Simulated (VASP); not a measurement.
# Mo: single point with PBE

Crystal: Mo.

```
CELL_PARAMETERS angstrom
2.37928 0.00000 0.00000
-1.18964 2.06051 0.00000
0.00000 0.00000 3.81261
ATOMIC_POSITIONS crystal
Mo 0.33333 0.66667 0.25000
Mo 0.66667 0.33333 0.75000
```

This isn't the form of Mo at room conditions, which is bcc.

- Program: VASP 6.6.1
- Task: single point
- Functional: PBE
- Potentials or basis: VASP PAW PBE potentials, release 64 (Mo_sv)
- Cutoff: 520 eV
- k mesh: 15 × 15 × 8
- Occupations: fermi-dirac, width 0.08 eV
- Spin: no spin polarisation

The pressure is 368.8 GPa and the band gap on the k mesh is zero (bands 14 and 15 overlap by 4.64 eV).

Stress tensor (GPa, compression positive):
```
368.66   0.00   0.00
  0.00 368.66   0.00
  0.00   0.00 369.05
```

Levels at points of the mesh, in eV from the Fermi level:
| k point | band 11 | band 12 | band 13 | band 14 | band 15 | band 16 | band 17 | band 18 |
| --- | --- | --- | --- | --- | --- | --- | --- | --- |
| (0.00, 0.00, 0.00) | -2.54 | -2.54 | -2.27 | -0.91 | -0.91 | 0.46 | 0.46 | 5.65 |
| (0.00, 0.00, 0.50) | -2.73 | -2.73 | -2.73 | -2.73 | -0.51 | -0.51 | 4.84 | 4.84 |

It took 45 s on 1 thread of Intel Xeon 8259CL (shared host), peak memory 0.16 GiB.

Caveat: the cell stands under pressure.
